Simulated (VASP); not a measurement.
Crystal: Ag.

```
Ag
1.0
     2.97792    0.00000    0.00000
    -1.48896    2.57896    0.00000
     0.00000    0.00000    4.71595
Ag
2
Direct
  0.33333 0.66667 0.25000
  0.66667 0.33333 0.75000
```

- Program: VASP 6.6.1
- Task: relaxation of cell and atoms
- Functional: PBE
- Potentials or basis: VASP PAW PBE potentials, release 64 (Ag)
- Cutoff: 500 eV
- k mesh: 18 × 18 × 10
- Occupations: gaussian, width 0.1 eV
- Spin: no spin polarisation

At the start: pressure -1.0 GPa; volume 18.11 Å³/atom.

**Question.** How do energy, volume and symmetry change on relaxing?

**Answer.** Over 5 steps the energy falls by 3.7 meV/atom and the volume is 17.88 Å³/atom (-1.3 %); space group P6_3/mmc (No. 194, to 0.05 Å).

The path:
```
step  energy change (eV)  largest force (eV/Å)  pressure (GPa)  volume (Å³)
   1              0.0000                0.0000           -1.02        36.22
   2             -0.0053                0.0000            0.36        35.61
   3             -0.0054                0.0000            0.70        35.49
   4             -0.0073                0.0000            0.15        35.68
   5             -0.0075                0.0000           -0.02        35.75
```

Final structure:
```xyz
2
Lattice="2.9332 0.0000 0.0000 -1.4666 2.5402 0.0000 0.0000 0.0000 4.7988" Properties=species:S:1:pos:R:3 pbc="T T T"
Ag    0.0000    1.6935    1.1997
Ag    1.4666    0.8467    3.5991
```
